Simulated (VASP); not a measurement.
# NaF (Fm-3m) in VASP: single point with PBE

Aim: the single point of NaF with PBE.

All numbers are computed with VASP 6.6.1; they aren't measurements. Logs are shortened: lines on timing, memory, paths and dates and some standing lists are left out, and cuts for length are marked.

## Step 1: The cell of the first run

Symmetry: Fm-3m, No. 225, cubic system. Conventional cell: a = 4.647 Å, b = 4.647 Å, c = 4.647 Å, α = 90.00°, β = 90.00°, γ = 90.00°. Within 3.1 Å of Na (site symmetry m-3m) lie 6 F at 2.32 Å. Within 3.1 Å of F (site symmetry m-3m) lie 6 Na at 2.32 Å.

## Step 2: Single point, PBE

The input, INCAR:

```
SYSTEM = NaF
PREC = Accurate
ENCUT = 600
EDIFF = 1E-6
ISMEAR = 1
SIGMA = 0.1
LREAL = .FALSE.
LASPH = .TRUE.
NELM = 120
ALGO = Normal
ISIF = 2
LWAVE = .FALSE.
LCHARG = .FALSE.
GGA = PE
NBANDS = 14
GGA_COMPAT = .FALSE.
```

The input, KPOINTS:

```
Automatic mesh
0
G
  8 8 8
  0 0 0
```

The input, POSCAR:

```
NaF
1.0
    0.0000000000      2.3233012604      2.3233012604
    2.3233012604      0.0000000000      2.3233012604
    2.3233012604      2.3233012604      0.0000000000
Na F
1 1
Direct
    0.0000000000      0.0000000000      0.0000000000
    0.5000000000      0.5000000000      0.5000000000
```

Potentials or basis: VASP PAW PBE potentials, release 64 (Na_pv, F).

Launch:

```bash
$ cat potpaw_PBE.64/Na_pv/POTCAR potpaw_PBE.64/F/POTCAR > POTCAR
$ mpirun -np 1 vasp_std > vasp.out
```

OUTCAR:

```text
SYSTEM = NaF
   PREC = Accurate
   ENCUT = 600
   EDIFF = 1E-6
   ISMEAR = 1
   LREAL = .FALSE.
   LASPH = .TRUE.
   NELM = 120
   ISIF = 2
   GGA = PE

 ion  position               nearest neighbor table
   1  0.000  0.000  0.000-   2 2.32   2 2.32   2 2.32   2 2.32   2 2.32   2 2.32
   2  0.500  0.500  0.500-   1 2.32   1 2.32   1 2.32   1 2.32   1 2.32   1 2.32

  LATTYP: Found a face centered cubic cell.
 ALAT       =     4.6466025208

  Lattice vectors:

 A1 = (   0.0000000000,   2.3233012604,   2.3233012604)
 A2 = (   2.3233012604,   0.0000000000,   2.3233012604)
 A3 = (   2.3233012604,   2.3233012604,   0.0000000000)

Analysis of symmetry for initial positions (statically):
=====================================================================
 Subroutine PRICEL returns:
 Original cell was already a primitive cell.

 Routine SETGRP: Setting up the symmetry group for a
 face centered cubic supercell.

 Subroutine GETGRP returns: Found 48 space group operations
 (whereof 48 operations were pure point group operations)
 out of a pool of 48 trial point group operations.

The static configuration has the point symmetry O_h .

Analysis of symmetry for dynamics (positions and initial velocities):
=====================================================================
 Subroutine PRICEL returns:
 Original cell was already a primitive cell.

 Routine SETGRP: Setting up the symmetry group for a
 face centered cubic supercell.

 Subroutine GETGRP returns: Found 48 space group operations
 (whereof 48 operations were pure point group operations)
 out of a pool of 48 trial point group operations.

The dynamic configuration has the point symmetry O_h .

 Subroutine INISYM returns: Found 48 space group operations
 (whereof 48 operations are pure point group operations),
 and found     1 'primitive' translations

----------------------------------------------------------------------------------------

                                     Primitive cell

  volume of cell :      25.0811

  direct lattice vectors                    reciprocal lattice vectors
     0.000000000  2.323301260  2.323301260    -0.215211005  0.215211005  0.215211005
     2.323301260  0.000000000  2.323301260     0.215211005 -0.215211005  0.215211005
     2.323301260  2.323301260  0.000000000     0.215211005  0.215211005 -0.215211005

  length of vectors
     3.285644152  3.285644152  3.285644152     0.372756396  0.372756396  0.372756396

  position of ions in fractional coordinates (direct lattice)
     0.000000000  0.000000000  0.000000000
     0.500000000  0.500000000  0.500000000

  ion indices of the primitive-cell ions
   primitive index   ion index
                 1           1
                 2           2

----------------------------------------------------------------------------------------

 KPOINTS: Automatic mesh

Automatic generation of k-mesh.
 Grid dimensions read from file:
 generate k-points for:    8    8    8

 Generating k-lattice:

  Cartesian coordinates                     Fractional coordinates (reciprocal lattice)
    -0.026901376  0.026901376  0.026901376     0.125000000  0.000000000  0.000000000
     0.026901376 -0.026901376  0.026901376     0.000000000  0.125000000  0.000000000
     0.026901376  0.026901376 -0.026901376     0.000000000  0.000000000  0.125000000

  Length of vectors
     0.046594549  0.046594549  0.046594549

  Shift w.r.t. Gamma in fractional coordinates (k-lattice)
     0.000000000  0.000000000  0.000000000

 Subroutine IBZKPT returns following result:
 ===========================================

 Found     29 irreducible k-points:

 Following reciprocal coordinates:
            Coordinates               Weight
  0.000000  0.000000  0.000000      1.000000
  0.125000  0.000000  0.000000      8.000000
  0.250000  0.000000  0.000000      8.000000
  0.375000  0.000000  0.000000      8.000000
  0.500000  0.000000  0.000000      4.000000
  0.125000  0.125000  0.000000      6.000000
[... 16 lines left out ...]
  0.500000  0.250000  0.125000     48.000000
 -0.375000  0.250000  0.125000     24.000000
 [... further k-points ...]
   k-points           NKPTS =     29   k-points in BZ     NKDIM =     29   number of bands    NBANDS=     14
   number of dos      NEDOS =    301   number of ions     NIONS =      2
   total plane-waves  NPLWV =  21952
   dimension x,y,z NGX =    28 NGY =   28 NGZ =   28
   dimension x,y,z NGXF=    56 NGYF=   56 NGZF=   56
   ions per type =               1   1
   NGX,Y,Z   is equivalent  to a cutoff of  14.17, 14.17, 14.17 a.u.
   NGXF,Y,Z  is equivalent  to a cutoff of  28.33, 28.33, 28.33 a.u.
 SYSTEM =  NaF
   PREC   = accura    normal or accurate (medium, high low for compatibility)
   ISTART =      0    job   : 0-new  1-cont  2-samecut
   ICHARG =      2    charge: 1-file 2-atom 10-const
   ISPIN  =      1    spin polarized calculation?
   LNONCOLLINEAR =      F non collinear calculations
   LSORBIT =      F    spin-orbit coupling
   LASPH  =      T    aspherical Exc in radial PAW
   ENCUT  =  600.0 eV  44.10 Ry    6.64 a.u.   6.56  6.56  6.56*2*pi/ulx,y,z
   NELM   =    120;   NELMIN=  2; NELMDL= -5     # of ELM steps
   EDIFF  = 0.1E-05   stopping-criterion for ELM
   LREAL  =      F    real-space projection
   EDIFFG = 0.1E-04   stopping-criterion for IOM
   NSW    =      0    number of steps for IOM
   IBRION =     -1    ionic relax: 0-MD 1-quasi-New 2-CG
   NFREE  =      0    steps in history (QN), initial steepest desc. (CG)
   ISIF   =      2    stress and relaxation
   ISYM   =      2    0-nonsym 1-usesym 2-fastsym
   POTIM  = 0.5000    time-step for ionic-motion
   TEBEG  =    0.0;   TEEND  =   0.0 temperature during run
   PSTRESS=    0.0 pullay stress
   NELECT =      14.0000    total number of electrons
   NUPDOWN=      -1.0000    fix difference up-down
   EMIN   =  10.00;   EMAX   =-10.00  energy-range for DOS
   EFERMI =   0.00;   METHOD = LEGACY
   ISMEAR =     1;   SIGMA  =   0.10  broadening in eV -4-tet -1-fermi 0-gaus
   EFERMI_NEDOS =   21; number of points for ismear=-14 and -15
   IALGO  =     38    algorithm
   IMIX   =      4    mixing-type and parameters
     AMIX     =   0.40;   BMIX     =  1.00
     AMIX_MAG =   1.60;   BMIX_MAG =  1.00
  volume/ion in A,a.u.               =      12.54        84.63
  Fermi-wavevector in a.u.,A,eV,Ry     =   1.347934  2.547226 24.720782  1.816926
  Thomas-Fermi vector in A             =   2.475644
   LORBIT       =      0    0 simple, 1 ext, 2 COOP (PROOUT), +10 PAW based schemes
   GGA     = PE    functional components
   LHFCALC =     F    Hartree Fock is set to
   AEXX    =    0.0000 exact exchange contribution
   IVDW    =     0    specifies the selected vdW correction
   LEPSILON=     F    determine dielectric tensor
   LRPA    =     F    only Hartree local field effects (RPA)
 non-spin polarized calculation
 Methfessel and Paxton  Order N= 1 SIGMA  =   0.10
  energy-cutoff  :      600.00
  volume of cell :       25.08
 maximum number of plane-waves:       869
 NGX is ok and might be reduce to    28
   NGX = 13   NGY = 13   NGZ = 13

 number of electron      14.0000006 magnetization

 Free energy of the ion-electron system (eV)
  ---------------------------------------------------
  ext. energy  EPLUGINS =         0.00000000
  ---------------------------------------------------
  free energy    TOTEN  =        -8.56543216 eV

  energy without entropy =       -8.56717826  energy(sigma->0) =       -8.56601419

 E-fermi :  -2.1028     XC(G=0):  -9.1161

 val. band max:       -2.1228442970   @ k =   0.0000   0.0000   0.0000
 cond. band min:       4.1351727173   @ k =   0.0000   0.0000   0.0000
 fundamental gap:      6.2580170143
 Fermi energy:        -2.1028315843

 k-point     1 :       0.0000    0.0000    0.0000
  band No.  band energies     occupation
      1     -21.2827      2.00000
      2     -21.0913      2.00000
      3     -21.0913      2.00000
      4     -21.0913      2.00000
      5      -2.1228      1.33134
      6      -2.1228      1.33132
      7      -2.1228      1.33132
      8       4.1352      0.00000
      9      16.7976      0.00000
     10      16.7976      0.00000
     11      16.7976      0.00000
     12      19.6463      0.00000
     13      21.8118      0.00000
     14      21.8118      0.00000

 k-point     2 :       0.1250    0.0000    0.0000
  band No.  band energies     occupation
      1     -21.4935      2.00000
      2     -21.0931      2.00000
      3     -21.0931      2.00000
      4     -20.8608      2.00000
      5      -2.4147      2.00009
      6      -2.1602      1.81600
      7      -2.1602      1.81599
      8       4.6783      0.00000
      9      15.0699      0.00000
     10      17.0322      0.00000
     11      17.0322      0.00000
     12      21.2277      0.00000
     13      21.2277      0.00000
     14      21.5117      0.00000

 k-point     3 :       0.2500    0.0000    0.0000
  band No.  band energies     occupation
      1     -21.7200      2.00000
      2     -21.0973      2.00000
      3     -21.0973      2.00000
      4     -20.5859      2.00000
      5      -3.0086      2.00000
      6      -2.2492      2.05848
      7      -2.2492      2.05848
      8       5.9917      0.00000
      9      12.9792      0.00000
     10      17.5461      0.00000
     11      17.5461      0.00000
     12      20.5609      0.00000
     13      20.5609      0.00000
     14      22.1113      0.00000

 k-point     4 :       0.3750    0.0000    0.0000
  band No.  band energies     occupation
      1     -21.8673      2.00000
      2     -21.1015      2.00000
      3     -21.1015      2.00000
      4     -20.3897      2.00000
      5      -3.5055      2.00000
      6      -2.3367      2.00462
      7      -2.3367      2.00462
      8       7.5595      0.00000
      9      11.2910      0.00000
     10      17.8609      0.00000
     11      17.8609      0.00000
     12      20.5262      0.00000
     13      20.5263      0.00000
     14      21.6633      0.00000

 k-point     5 :       0.5000    0.0000    0.0000
  band No.  band energies     occupation
      1     -21.9179      2.00000
      2     -21.1032      2.00000
      3     -21.1032      2.00000
      4     -20.3184      2.00000
      5      -3.6922      2.00000
      6      -2.3724      2.00092
      7      -2.3724      2.00092
      8       8.6110      0.00000
      9      10.2766      0.00000
     10      17.9009      0.00000
     11      17.9010      0.00000
[... 276 lines left out ...]
 k-point    22 :       0.3750    0.2500    0.1250
  band No.  band energies     occupation
      1     -21.7030      2.00000
      2     -21.1267      2.00000
      3     -21.1052      2.00000
      4     -20.5641      2.00000
      5      -3.1432      2.00000
      6      -2.4389      2.00002
      7      -2.3317      2.00566
      8       7.0082      0.00000
      9      12.4196      0.00000
     10      16.1006      0.00000
     11      17.7428      0.00000
     12      18.2377      0.00000
     13      22.0820      0.00000
     14      24.9443      0.00000

 k-point    23 :       0.5000    0.2500    0.1250
  band No.  band energies     occupation
      1     -21.7448      2.00000
      2     -21.1411      2.00000
      3     -21.1145      2.00000
      4     -20.4843      2.00000
      5      -3.3440      2.00000
      6      -2.6162      2.00000
      7      -2.4167      2.00008
      8       8.4791      0.00000
      9      11.4184      0.00000
     10      15.2035      0.00000
     11      17.0593      0.00000
     12      19.3658      0.00000
     13      21.4078      0.00000
     14      25.4781      0.00000

 k-point    24 :      -0.3750    0.2500    0.1250
  band No.  band energies     occupation
      1     -21.7600      2.00000
      2     -21.1442      2.00000
      3     -21.1214      2.00000
      4     -20.4533      2.00000
      5      -3.4151      2.00000
      6      -2.6923      2.00000
      7      -2.4545      2.00001
      8       9.6131      0.00000
      9      10.5292      0.00000
     10      14.9152      0.00000
     11      16.7552      0.00000
     12      19.9475      0.00000
     13      21.0013      0.00000
     14      25.7406      0.00000

 [... further k-points ...]
[... 5 lines left out ...]
  --------------------------------------------------------------------------------------
  -------------------------------------------------------------------------------------
  Total        0.2264284      0.2264284      0.2264284      0.0000000      0.0000000      0.0000000
  in kB       14.4642155     14.4642155     14.4642155      0.0000000      0.0000000      0.0000000
  external PRESSURE =      14.4642155 kB  Pullay stress =       0.0000000 kB

 VOLUME and BASIS-vectors are now :
 -----------------------------------------------------------------------------
  energy-cutoff  :      600.00
  volume of cell :       25.08
      direct lattice vectors                 reciprocal lattice vectors
     0.000000000  2.323301260  2.323301260    -0.215211005  0.215211005  0.215211005
     2.323301260  0.000000000  2.323301260     0.215211005 -0.215211005  0.215211005
     2.323301260  2.323301260  0.000000000     0.215211005  0.215211005 -0.215211005

 POSITION                                       TOTAL-FORCE (eV/Angst)
 -----------------------------------------------------------------------------------
      0.00000      0.00000      0.00000         0.000000     -0.000000     -0.000000
      2.32330      2.32330      2.32330        -0.000000      0.000000      0.000000
 -----------------------------------------------------------------------------------
    total drift:                                0.000000      0.000000      0.000000

  FREE ENERGIE OF THE ION-ELECTRON SYSTEM (eV)
  ---------------------------------------------------
  free  energy   TOTEN  =        -8.5654321593 eV

  energy  without entropy=       -8.5671782604  energy(sigma->0) =       -8.56601419
```

Run time: 18 s. Hardware: 1 thread of AMD EPYC 7R43 (Zen 3), shared host; peak memory 0.11 GiB.

Results:

```yaml
Free_energy: -8.5654 eV
Pressure: 1.4 GPa
Band_gap_on_the_k_mesh: 6.26 eV, direct
```

Levels at points of the mesh, in eV from the valence-band top:
```tsv
k point	band 4	band 5	band 6	band 7	band 8	band 9	band 10	band 11
(0.00, 0.00, 0.00)	-18.97	0.00	0.00	0.00	6.26	18.92	18.92	18.92
(0.50, 0.00, 0.00)	-18.20	-1.57	-0.25	-0.25	10.73	12.40	20.02	20.02
(0.50, 0.50, 0.00)	-18.91	-1.26	-0.40	-0.40	13.09	13.28	13.53	19.66
```
